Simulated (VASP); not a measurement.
Write the native input for VASP 6.6.1 that does the following.

- Task: single point
- Functional: PBEsol
- Potentials or basis: VASP PAW PBE potentials, release 64 (Sn_d)
- Cutoff: 520 eV
- k mesh: 11 × 11 × 11
- Occupations: fermi-dirac, width 0.05 eV
- Spin: no spin polarisation
- Dipole correction: no
- Further INCAR settings: ALGO = Normal; EDIFF = 1e-06; NBANDS = 21

The structure of Sn lies in POSCAR:

```
Sn
1.0
    0.0000000000      3.2883101610      3.2883101610
    3.2883101610      0.0000000000      3.2883101610
    3.2883101610      3.2883101610      0.0000000000
Sn
2
Direct
    0.5000000000      0.5000000000      0.5000000000
    0.7500000000      0.7500000000      0.7500000000
```

This isn't the form of Sn at room conditions, which is tetragonal (white tin).

The input as run:

INCAR

```
  ALGO = Normal
  EDIFF = 1E-6
  ENCUT = 520
  GGA = PS
  ISIF = 2
  ISMEAR = -1
  LASPH = T
  LCHARG = T
  LELF = T
  LREAL = F
  LVHAR = T
  LWAVE = F
  NBANDS = 21
  NELM = 80
  PREC = Accurate
  SIGMA = 0.05
```

KPOINTS

```
k-points
0
Gamma
  11 11 11
```

Potentials or basis: VASP PAW PBE potentials, release 64 (Sn_d).

The run is started by

```console
$ cat potpaw_PBE.64/Sn_d/POTCAR > POTCAR
$ mpirun -np 1 vasp_std > vasp.out
```

Results of the run:

* Pressure: -0.7 GPa
* Band gap on the k mesh: zero (bands 14 and 15 overlap by 0.21 eV)

Caveat: the PAW data sets were made with another functional, which shifts forces and pressure a little; spin-orbit coupling is left out, which moves the levels of the heavy elements.

It took 44 s on 1 thread of AMD EPYC 9R45 96-Core Processor (Zen 5), on a shared host, peak memory 0.2 GiB.
